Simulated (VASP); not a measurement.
# ZnAu (P4mm) in VASP: notebook

Runs on ZnAu. Level: PBE. Tasks: single point.

All numbers are computed with VASP 6.6.1; they aren't measurements. Logs are shortened: lines on timing, memory, paths and dates and some standing lists are left out, and cuts for length are marked.

## 1. The cell of the first run

It takes space group P4mm (No. 99, tetragonal). The conventional cell has a = 3.147 Å, b = 3.147 Å, c = 3.147 Å, α = 90.00°, β = 90.00°, γ = 90.00°. Zn (site symmetry 4mm) has 8 Au at 2.66 to 2.80 Å and 6 Zn at 3.15 Å within 3.5 Å. Within 3.5 Å of Au (site symmetry 4mm) lie 8 Zn at 2.66 to 2.80 Å and 6 Au at 3.15 Å.

## 2. Single point, PBE

The input, INCAR:

```
  ALGO = Normal
  EDIFF = 1E-6
  ENCUT = 500
  GGA = PE
  GGA_COMPAT = F
  ISIF = 2
  ISMEAR = 0
  LASPH = T
  LCHARG = T
  LELF = T
  LREAL = F
  LVHAR = T
  LWAVE = F
  NBANDS = 18
  NELM = 120
  PREC = Accurate
  SIGMA = 0.15
```

The input, KPOINTS:

```
k-points
0
Gamma
  16 16 16
```

The input, POSCAR:

```
ZnAu
1.0
    3.1470000000      0.0000000000      0.0000000000
    0.0000000000      3.1470000000      0.0000000000
    0.0000000000      0.0000000000      3.1470000000
Zn Au
1 1
Direct
    0.4602796314      0.5000000000      0.5000000000
    0.0000000000      0.0000000000      0.0000000000
```

Potentials or basis: VASP PAW PBE potentials, release 64 (Zn, Au).

Launch:

```sh
cat potpaw_PBE.64/Zn/POTCAR potpaw_PBE.64/Au/POTCAR > POTCAR
mpirun -np 1 vasp_std > vasp.out
```

OUTCAR:

```text
EDIFF = 1E-6
   ENCUT = 500
   GGA = PE
   ISIF = 2
   ISMEAR = 0
   LASPH = T
   LREAL = F
   NELM = 120
   PREC = Accurate

 ion  position               nearest neighbor table
   1  0.460  0.500  0.500-   2 2.66   2 2.66   2 2.66   2 2.66   2 2.80   2 2.80   2 2.80   2 2.80

   2  0.000  0.000  0.000-   1 2.66   1 2.66   1 2.66   1 2.66   1 2.80   1 2.80   1 2.80   1 2.80

  LATTYP: Found a simple cubic cell.
 ALAT       =     3.1470000000

  Lattice vectors:

 A1 = (   3.1470000000,   0.0000000000,   0.0000000000)
 A2 = (   0.0000000000,   3.1470000000,   0.0000000000)
 A3 = (   0.0000000000,   0.0000000000,   3.1470000000)

Analysis of symmetry for initial positions (statically):
=====================================================================
 Subroutine PRICEL returns:
 Original cell was already a primitive cell.

 Routine SETGRP: Setting up the symmetry group for a
 simple cubic supercell.

 Subroutine GETGRP returns: Found  8 space group operations
 (whereof  8 operations were pure point group operations)
 out of a pool of 48 trial point group operations.

The static configuration has the point symmetry C_4v.

Analysis of symmetry for dynamics (positions and initial velocities):
=====================================================================
 Subroutine PRICEL returns:
 Original cell was already a primitive cell.

 Routine SETGRP: Setting up the symmetry group for a
 simple cubic supercell.

 Subroutine GETGRP returns: Found  8 space group operations
 (whereof  8 operations were pure point group operations)
 out of a pool of 48 trial point group operations.

The dynamic configuration has the point symmetry C_4v.

 Subroutine INISYM returns: Found  8 space group operations
 (whereof  8 operations are pure point group operations),
 and found     1 'primitive' translations

----------------------------------------------------------------------------------------

                                     Primitive cell

  volume of cell :      31.1667

  direct lattice vectors                    reciprocal lattice vectors
     3.147000000  0.000000000  0.000000000     0.317762949  0.000000000  0.000000000
     0.000000000  3.147000000  0.000000000     0.000000000  0.317762949  0.000000000
     0.000000000  0.000000000  3.147000000     0.000000000  0.000000000  0.317762949

  length of vectors
     3.147000000  3.147000000  3.147000000     0.317762949  0.317762949  0.317762949

  position of ions in fractional coordinates (direct lattice)
     0.460279631  0.500000000  0.500000000
     0.000000000  0.000000000  0.000000000

  ion indices of the primitive-cell ions
   primitive index   ion index
                 1           1
                 2           2

----------------------------------------------------------------------------------------

 KPOINTS: k-points

Automatic generation of k-mesh.
 Grid dimensions read from file:
 generate k-points for:   16   16   16

 Generating k-lattice:

  Cartesian coordinates                     Fractional coordinates (reciprocal lattice)
     0.019860184  0.000000000  0.000000000     0.062500000  0.000000000  0.000000000
     0.000000000  0.019860184  0.000000000     0.000000000  0.062500000  0.000000000
     0.000000000  0.000000000  0.019860184     0.000000000  0.000000000  0.062500000

  Length of vectors
     0.019860184  0.019860184  0.019860184

  Shift w.r.t. Gamma in fractional coordinates (k-lattice)
     0.000000000  0.000000000  0.000000000

 Subroutine IBZKPT returns following result:
 ===========================================

 Found    405 irreducible k-points:

 Following reciprocal coordinates:
            Coordinates               Weight
  0.000000  0.000000  0.000000      1.000000
  0.062500  0.000000  0.000000      2.000000
  0.000000  0.062500  0.000000      4.000000
  0.125000  0.000000  0.000000      2.000000
  0.000000  0.125000  0.000000      4.000000
  0.187500  0.000000  0.000000      2.000000
[... 16 lines left out ...]
  0.187500  0.062500  0.000000      8.000000
  0.000000  0.187500  0.062500      8.000000
 [... further k-points ...]
   k-points           NKPTS =    405   k-points in BZ     NKDIM =    405   number of bands    NBANDS=     18
   number of dos      NEDOS =    301   number of ions     NIONS =      2
   total plane-waves  NPLWV =  13824
   dimension x,y,z NGX =    24 NGY =   24 NGZ =   24
   dimension x,y,z NGXF=    48 NGYF=   48 NGZF=   48
   ions per type =               1   1
   NGX,Y,Z   is equivalent  to a cutoff of  12.68, 12.68, 12.68 a.u.
   NGXF,Y,Z  is equivalent  to a cutoff of  25.36, 25.36, 25.36 a.u.
 SYSTEM =  unknown system
   PREC   = accura    normal or accurate (medium, high low for compatibility)
   ISTART =      0    job   : 0-new  1-cont  2-samecut
   ICHARG =      2    charge: 1-file 2-atom 10-const
   ISPIN  =      1    spin polarized calculation?
   LNONCOLLINEAR =      F non collinear calculations
   LSORBIT =      F    spin-orbit coupling
   LASPH  =      T    aspherical Exc in radial PAW
   ENCUT  =  500.0 eV  36.75 Ry    6.06 a.u.   5.74  5.74  5.74*2*pi/ulx,y,z
   NELM   =    120;   NELMIN=  2; NELMDL= -5     # of ELM steps
   EDIFF  = 0.1E-05   stopping-criterion for ELM
   LREAL  =      F    real-space projection
   EDIFFG = 0.1E-04   stopping-criterion for IOM
   NSW    =      0    number of steps for IOM
   IBRION =     -1    ionic relax: 0-MD 1-quasi-New 2-CG
   NFREE  =      0    steps in history (QN), initial steepest desc. (CG)
   ISIF   =      2    stress and relaxation
   ISYM   =      2    0-nonsym 1-usesym 2-fastsym
   POTIM  = 0.5000    time-step for ionic-motion
   TEBEG  =    0.0;   TEEND  =   0.0 temperature during run
   PSTRESS=    0.0 pullay stress
   NELECT =      23.0000    total number of electrons
   NUPDOWN=      -1.0000    fix difference up-down
   EMIN   =  10.00;   EMAX   =-10.00  energy-range for DOS
   EFERMI =   0.00;   METHOD = LEGACY
   ISMEAR =     0;   SIGMA  =   0.15  broadening in eV -4-tet -1-fermi 0-gaus
   EFERMI_NEDOS =   21; number of points for ismear=-14 and -15
   IALGO  =     38    algorithm
   IMIX   =      4    mixing-type and parameters
     AMIX     =   0.40;   BMIX     =  1.00
     AMIX_MAG =   1.60;   BMIX_MAG =  1.00
  volume/ion in A,a.u.               =      15.58       105.16
  Fermi-wavevector in a.u.,A,eV,Ry     =   1.479406  2.795672 29.778283  2.188642
  Thomas-Fermi vector in A             =   2.593568
   LORBIT       =      0    0 simple, 1 ext, 2 COOP (PROOUT), +10 PAW based schemes
   GGA     = PE    functional components
   LHFCALC =     F    Hartree Fock is set to
   AEXX    =    0.0000 exact exchange contribution
   IVDW    =     0    specifies the selected vdW correction
   LEPSILON=     F    determine dielectric tensor
   LRPA    =     F    only Hartree local field effects (RPA)
 non-spin polarized calculation
 Gauss-broadening in eV      SIGMA  =   0.15
  energy-cutoff  :      500.00
  volume of cell :       31.17
 maximum number of plane-waves:       840
 NGX is ok and might be reduce to    24
   NGX = 11   NGY = 11   NGZ = 11

 number of electron      22.9999999 magnetization

 Free energy of the ion-electron system (eV)
  ---------------------------------------------------
  ext. energy  EPLUGINS =         0.00000000
  ---------------------------------------------------
  free energy    TOTEN  =        -4.70539365 eV

  energy without entropy =       -4.70032302  energy(sigma->0) =       -4.70285833

 E-fermi :   7.0977     XC(G=0): -12.3741

 val. band max:        7.0926784939   @ k =   0.4375   0.3125   0.2500
 cond. band min:       7.1467477373   @ k =   0.1250   0.3125   0.1250
 fundamental gap:      0.0540692434
 Fermi energy:         7.0976882499

 k-point     1 :       0.0000    0.0000    0.0000
  band No.  band energies     occupation
      1      -3.5256      2.00000
      2      -1.0526      2.00000
      3      -1.0241      2.00000
      4      -0.3580      2.00000
      5      -0.3385      2.00000
      6      -0.3385      2.00000
[... 10 lines left out ...]
     17      19.2373      0.00000
     18      25.4194      0.00000

 k-point     2 :       0.0625    0.0000    0.0000
  band No.  band energies     occupation
      1      -3.4564      2.00000
      2      -1.0376      2.00000
      3      -1.0035      2.00000
      4      -0.3523      2.00000
      5      -0.3395      2.00000
      6      -0.3395      2.00000
[... 10 lines left out ...]
     17      19.4714      0.00000
     18      25.3694      0.00000

 k-point     3 :       0.0000    0.0625    0.0000
  band No.  band energies     occupation
      1      -3.4559      2.00000
      2      -1.0333      2.00000
      3      -1.0081      2.00000
      4      -0.3591      2.00000
      5      -0.3392      2.00000
      6      -0.3333      2.00000
[... 10 lines left out ...]
     17      19.5426      0.00000
     18      25.3961      0.00000

 k-point     4 :       0.1250    0.0000    0.0000
  band No.  band energies     occupation
      1      -3.2511      2.00000
      2      -0.9939      2.00000
      3      -0.9452      2.00000
      4      -0.3421      2.00000
      5      -0.3421      2.00000
      6      -0.3359      2.00000
[... 375 lines left out ...]
      4      -0.3742      2.00000
      5      -0.3422      2.00000
      6      -0.3057      2.00000
[... 10 lines left out ...]
     17      20.5411      0.00000
     18      24.6054      0.00000

 k-point    23 :       0.1875    0.0625    0.0000
  band No.  band energies     occupation
      1      -2.8525      2.00000
      2      -0.9116      2.00000
      3      -0.8440      2.00000
      4      -0.3724      2.00000
      5      -0.3455      2.00000
      6      -0.2895      2.00000
[... 10 lines left out ...]
     17      22.0014      0.00000
     18      23.6461      0.00000

 k-point    24 :       0.0000    0.1875    0.0625
  band No.  band energies     occupation
      1      -2.8479      2.00000
      2      -0.8975      2.00000
      3      -0.8597      2.00000
      4      -0.3686      2.00000
      5      -0.3613      2.00000
      6      -0.2818      2.00000
[... 10 lines left out ...]
     17      22.1220      0.00000
     18      23.5581      0.00000

 [... further k-points ...]

------------------------ aborting loop because EDIFF is reached ----------------------------------------

  FORCE on cell =-STRESS in cart. coord.  units (eV):
  Direction    XX          YY          ZZ          XY          YZ          ZX
  --------------------------------------------------------------------------------------
  -------------------------------------------------------------------------------------
  Total        1.0226678      1.1694906      1.1694906      0.0000000     -0.0000000      0.0000000
  in kB       52.5720520     60.1197378     60.1197378      0.0000000     -0.0000000      0.0000000
  external PRESSURE =      57.6038425 kB  Pullay stress =       0.0000000 kB

 VOLUME and BASIS-vectors are now :
 -----------------------------------------------------------------------------
  energy-cutoff  :      500.00
  volume of cell :       31.17
      direct lattice vectors                 reciprocal lattice vectors
     3.147000000  0.000000000  0.000000000     0.317762949  0.000000000  0.000000000
     0.000000000  3.147000000  0.000000000     0.000000000  0.317762949  0.000000000
     0.000000000  0.000000000  3.147000000     0.000000000  0.000000000  0.317762949

 POSITION                                       TOTAL-FORCE (eV/Angst)
 -----------------------------------------------------------------------------------
      1.44850      1.57350      1.57350         0.476787     -0.000000      0.000000
      0.00000      0.00000      0.00000        -0.476787      0.000000     -0.000000
 -----------------------------------------------------------------------------------
    total drift:                               -0.000280      0.000000      0.000014

  FREE ENERGIE OF THE ION-ELECTRON SYSTEM (eV)
  ---------------------------------------------------
  free  energy   TOTEN  =        -4.7053936484 eV

  energy  without entropy=       -4.7003230179  energy(sigma->0) =       -4.70285833
```

Wall time 2.3 min (1 thread of Intel Xeon 8259CL, shared host); peak memory 0.34 GiB.

Results:

```
Free energy            : -4.7054 eV
Pressure               : 5.8 GPa
Largest force          : 0.477 eV/Å
Band gap on the k mesh : zero (an odd number of electrons rules out a gap without spin polarisation)
```

Forces in eV/Å, atoms in the order of the input:
```
Zn   0.477  0.000  0.000
Au  -0.477  0.000  0.000
```

Stress tensor (GPa, compression positive):
```
5.26 0.00 0.00
0.00 6.01 0.00
0.00 0.00 6.01
```

Levels at points of the mesh, in eV from the Fermi level:
| k point | band 10 | band 11 | band 12 | band 13 | band 14 | band 15 |
| --- | --- | --- | --- | --- | --- | --- |
| (0.00, 0.00, 0.00) | -3.77 | -3.75 | 5.00 | 5.00 | 5.09 | 8.82 |
| (0.50, 0.00, 0.00) | -4.93 | -3.91 | -2.37 | 10.43 | 10.73 | 10.73 |
| (0.00, 0.50, 0.00) | -4.86 | -3.89 | -2.40 | 10.07 | 10.99 | 11.01 |
| (0.50, 0.50, 0.00) | -3.18 | -1.99 | -1.96 | 0.84 | 2.49 | 10.44 |
| (0.00, 0.50, 0.50) | -3.18 | -1.96 | -1.96 | 0.84 | 2.50 | 10.50 |
| (0.50, 0.50, 0.50) | -3.13 | 1.42 | 3.59 | 3.65 | 3.65 | 3.77 |

Caveat: the cell differs from its parent crystal (all Zn atoms moved +0.125 Å, as atom 1 towards its neighbour atom 1 (Zn) at 3.147 Å); the cell stands under pressure; spin-orbit coupling is left out, which moves the levels of the heavy elements.

## 3. Single point, PBE

The input, INCAR:

```
PREC = Accurate
ENCUT = 500
EDIFF = 1E-6
ISMEAR = 0
SIGMA = 0.15
LREAL = F
LASPH = T
NELM = 120
ALGO = Normal
ISIF = 2
LWAVE = F
LCHARG = F
GGA = PE
NBANDS = 18
GGA_COMPAT = F
```

The input, KPOINTS:

```
Automatic mesh
0
Gamma
  16 16 16
```

Changes to POSCAR since step 2:

```diff
@@ -8,3 +8,3 @@
 Direct
-    0.4602796314      0.5000000000      0.5000000000
+    0.4801398157      0.5000000000      0.5000000000
     0.0000000000      0.0000000000      0.0000000000
```

Potentials or basis: VASP PAW PBE potentials, release 64 (Zn, Au).

Launch:

```sh
cat potpaw_PBE.64/Zn/POTCAR potpaw_PBE.64/Au/POTCAR > POTCAR
mpirun -np 1 vasp_std > vasp.out
```

OUTCAR:

```text
PREC = Accurate
   ENCUT = 500
   EDIFF = 1E-6
   ISMEAR = 0
   LREAL = F
   LASPH = T
   NELM = 120
   ISIF = 2
   GGA = PE

 ion  position               nearest neighbor table
   1  0.480  0.500  0.500-   2 2.69   2 2.69   2 2.69   2 2.69   2 2.76   2 2.76   2 2.76   2 2.76

   2  0.000  0.000  0.000-   1 2.69   1 2.69   1 2.69   1 2.69   1 2.76   1 2.76   1 2.76   1 2.76

  LATTYP: Found a simple cubic cell.
 ALAT       =     3.1470000000

  Lattice vectors:

 A1 = (   3.1470000000,   0.0000000000,   0.0000000000)
 A2 = (   0.0000000000,   3.1470000000,   0.0000000000)
 A3 = (   0.0000000000,   0.0000000000,   3.1470000000)

Analysis of symmetry for initial positions (statically):
=====================================================================
 Subroutine PRICEL returns:
 Original cell was already a primitive cell.

 Routine SETGRP: Setting up the symmetry group for a
 simple cubic supercell.

 Subroutine GETGRP returns: Found  8 space group operations
 (whereof  8 operations were pure point group operations)
[... 161 lines left out ...]
  free energy    TOTEN  =        -4.72773279 eV

  energy without entropy =       -4.72261137  energy(sigma->0) =       -4.72517208

 E-fermi :   7.0958     XC(G=0): -12.3774

 val. band max:        7.0824921423   @ k =   0.4375   0.3125   0.2500
 cond. band min:       7.1464508140   @ k =   0.1250   0.3125   0.1250
 fundamental gap:      0.0639586717
 Fermi energy:         7.0958235893

 k-point     1 :       0.0000    0.0000    0.0000
  band No.  band energies     occupation
      1      -3.5235      2.00000
      2      -1.0371      2.00000
      3      -1.0300      2.00000
      4      -0.3448      2.00000
      5      -0.3400      2.00000
      6      -0.3400      2.00000
[... 481 lines left out ...]
      5      -0.3510      2.00000
      6      -0.2775      2.00000
[... 10 lines left out ...]
     17      22.1167      0.00000
     18      23.5630      0.00000

 [... further k-points ...]

------------------------ aborting loop because EDIFF is reached ----------------------------------------

  FORCE on cell =-STRESS in cart. coord.  units (eV):
  Direction    XX          YY          ZZ          XY          YZ          ZX
  --------------------------------------------------------------------------------------
  -------------------------------------------------------------------------------------
  Total        0.9784546      1.0148704      1.0148704      0.0000000      0.0000000      0.0000000
  in kB       50.2991939     52.1712116     52.1712116      0.0000000      0.0000000      0.0000000
  external PRESSURE =      51.5472057 kB  Pullay stress =       0.0000000 kB

 VOLUME and BASIS-vectors are now :
 -----------------------------------------------------------------------------
  energy-cutoff  :      500.00
  volume of cell :       31.17
      direct lattice vectors                 reciprocal lattice vectors
     3.147000000  0.000000000  0.000000000     0.317762949  0.000000000  0.000000000
     0.000000000  3.147000000  0.000000000     0.000000000  0.317762949  0.000000000
     0.000000000  0.000000000  3.147000000     0.000000000  0.000000000  0.317762949

 POSITION                                       TOTAL-FORCE (eV/Angst)
 -----------------------------------------------------------------------------------
      1.51100      1.57350      1.57350         0.237839      0.000000     -0.000000
      0.00000      0.00000      0.00000        -0.237839     -0.000000      0.000000
 -----------------------------------------------------------------------------------
    total drift:                               -0.000131     -0.000000      0.000007

  FREE ENERGIE OF THE ION-ELECTRON SYSTEM (eV)
  ---------------------------------------------------
  free  energy   TOTEN  =        -4.7277327934 eV

  energy  without entropy=       -4.7226113706  energy(sigma->0) =       -4.72517208
```

OSZICAR:

```text
N       E                     dE             d eps       ncg     rms          rms(c)
DAV:   1     0.128085831237E+03    0.12809E+03   -0.11196E+04 15190   0.162E+03
DAV:   2    -0.109143663544E-01   -0.12810E+03   -0.12187E+03 14844   0.307E+02
DAV:   3    -0.514026883120E+01   -0.51294E+01   -0.50898E+01 16180   0.669E+01
DAV:   4    -0.518405637329E+01   -0.43788E-01   -0.43772E-01 15920   0.546E+00
DAV:   5    -0.518453299822E+01   -0.47662E-03   -0.47662E-03 15632   0.614E-01    0.856E+00
DAV:   6    -0.476174960926E+01    0.42278E+00   -0.11936E+00 15572   0.120E+01    0.541E+00
DAV:   7    -0.473573703571E+01    0.26013E-01   -0.31674E-02 19308   0.365E+00    0.286E+00
DAV:   8    -0.472772559774E+01    0.80114E-02   -0.96830E-03 15132   0.100E+00    0.153E-01
DAV:   9    -0.472772136104E+01    0.42367E-05   -0.28099E-04 17594   0.298E-01    0.734E-02
DAV:  10    -0.472773180395E+01   -0.10443E-04   -0.45082E-05 15542   0.648E-02    0.187E-02
DAV:  11    -0.472773298008E+01   -0.11761E-05   -0.24683E-06 14294   0.204E-02    0.549E-03
DAV:  12    -0.472773279339E+01    0.18669E-06   -0.14061E-07  7800   0.694E-03
   1 F= -.47277328E+01 E0= -.47251721E+01  d E =-.512142E-02
```

stdout:

```text
POSCAR found type information on POSCAR ZnAu
 POSCAR found :  2 types and       2 ions
 scaLAPACK will be used
 LDA part: xc-table for (Slater+PW92), standard interpolation
 POSCAR, INCAR and KPOINTS ok, starting setup
 FFT: planning ... GRIDC
 FFT: planning ... GRID_SOFT
 FFT: planning ... GRID
 WAVECAR not read
 entering main loop
```

Wall time 1.8 min (1 thread of Intel Xeon 8259CL, shared host); peak memory 0.33 GiB.

Results:

```yaml
Free_energy: -4.7277 eV
Pressure: 5.2 GPa
Largest_force: 0.238 eV/Å
Band_gap_on_the_k_mesh: zero (an odd number of electrons rules out a gap without spin polarisation)
```

Forces on the atoms (eV/Å):
```
Zn   0.238  0.000  0.000
Au  -0.238  0.000  0.000
```

Stress tensor (GPa, compression positive):
```
5.03 0.00 0.00
0.00 5.22 0.00
0.00 0.00 5.22
```

Caveat: the cell differs from its parent crystal (all Zn atoms moved +0.062 Å, as atom 1 towards its neighbour atom 1 (Zn) at 3.147 Å); the cell stands under pressure; spin-orbit coupling is left out, which moves the levels of the heavy elements.
